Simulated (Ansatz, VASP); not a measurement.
Ca: VASP beside Ansatz

POSCAR

```
Ca
1.0
   -2.1280000000      2.1280000000      2.2400000000
    2.1280000000     -2.1280000000      2.2400000000
    2.1280000000      2.1280000000     -2.2400000000
Ca
1
Direct
    0.0000000000      0.0000000000      0.0000000000
```

The input INCAR.step1:

```
SYSTEM = Ca
ALGO = Normal
EDIFF = 1E-5
ENCUT = 550
GGA = PE
GGA_COMPAT = .False.
ISMEAR = 0
LASPH = .True.
LCHARG = .False.
LREAL = .False.
LWAVE = .True.
NBANDS = 11
NELM = 120
PREC = Accurate
SIGMA = 0.15
```

INCAR.step2

```
SYSTEM = Ca
ALGO = Normal
EDIFF = 1E-6
ENCUT = 550
GGA_COMPAT = .False.
ISIF = 2
ISMEAR = 0
ISTART = 1
LASPH = .True.
LCHARG = .False.
LMIXTAU = .True.
LREAL = .False.
LWAVE = .False.
METAGGA = R2SCAN
NBANDS = 11
NELM = 120
PREC = Accurate
SIGMA = 0.15
```

The input KPOINTS:

```
k-points
0
Gamma
  16 16 16
  0 0 0
```

Input for Ansatz:

```yaml
crystal:
  lattice:
    - [-2.128, 2.128, 2.24]
    - [2.128, -2.128, 2.24]
    - [2.128, 2.128, -2.24]
  atoms:
    - { symbol: Ca, position: [0.0, 0.0, 0.0] }
basis:
  ecutwfc: 500
kpoints:
  mp_grid: { grid: [16, 16, 16] }
hamiltonian:
  xc: r2scan
scf:
  occupations: { method: gaussian, width: 0.15 }
output:
  forces: true
  stress: true
  eigenvalues: true
```

Change from the starting cell: strain -0.050 along x and y, +0.000 along z, atoms carried along.

Alike in both runs: task single point; functional r2SCAN; k mesh 16 × 16 × 16; occupations gaussian, width 0.15 eV; no spin polarisation.

```csv
,VASP,Ansatz
version,VASP 6.6.1,Ansatz 0.2.0
potentials or method,"VASP PAW PBE potentials, release 64 (Ca_sv), cutoff 550 eV","scalar-relativistic, plane waves, PAW"
valence electrons in the cell,10,10
```

Ansatz gave:

```
gap on the k mesh at the Fermi level (eV)                     : none
pressure (GPa)                                                : 1.2
traceless stress, the component that is largest in VASP (GPa) : 0.11
```

Question: What did VASP give for the same quantities?

Answer: gap on the k mesh at the Fermi level (eV): none; pressure (GPa): 1.3; traceless stress, the component that is largest in VASP (GPa): 0.11.

VASP's potentials were made for PBE, not for r2SCAN. A gap of «none» marks a metal or a gap that the smearing closes.
